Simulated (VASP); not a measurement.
A run of VASP 6.6.1 is set up as follows.

File INCAR:

```
SYSTEM = Ge3N
PREC = Accurate
ENCUT = 520
EDIFF = 1E-6
ISMEAR = 0
SIGMA = 0.1
LREAL = .False.
LASPH = .True.
NELM = 100
ALGO = Normal
ISIF = 2
LWAVE = .False.
LCHARG = .False.
GGA = PE
NBANDS = 32
```

The input KPOINTS:

```
regular mesh
0
Gamma
  4 4 4
  0 0 0
```

File POSCAR:

```
Ge3N
1.0
    0.0000000000      3.1312451029      3.1312451029
    3.1312451029      0.0000000000      3.1312451029
    3.1312451029      3.1312451029      0.0000000000
Ge N
3 1
Direct
    0.0000000000      0.0000000000      0.0000000000
    0.2500000000      0.2500000000      0.2500000000
    0.7500000000      0.7500000000      0.7500000000
    0.5000000000      0.5000000000      0.5000000000
```

Potentials or basis: VASP PAW PBE potentials, release 64 (Ge_d, N).

Launch:

```console
$ cat potpaw_PBE.64/Ge_d/POTCAR potpaw_PBE.64/N/POTCAR > POTCAR
$ mpirun -np 1 vasp_std > vasp.out
```

(1) Estimate the pressure.

(2) Predict the band gap on the k mesh.

Results:

(1) -0.2 GPa.

(2) zero (an odd number of electrons rules out a gap without spin polarisation).

Caveat: the k points lie up to 0.43 Å⁻¹ apart, too coarse for converged energies and pressures of a metal.
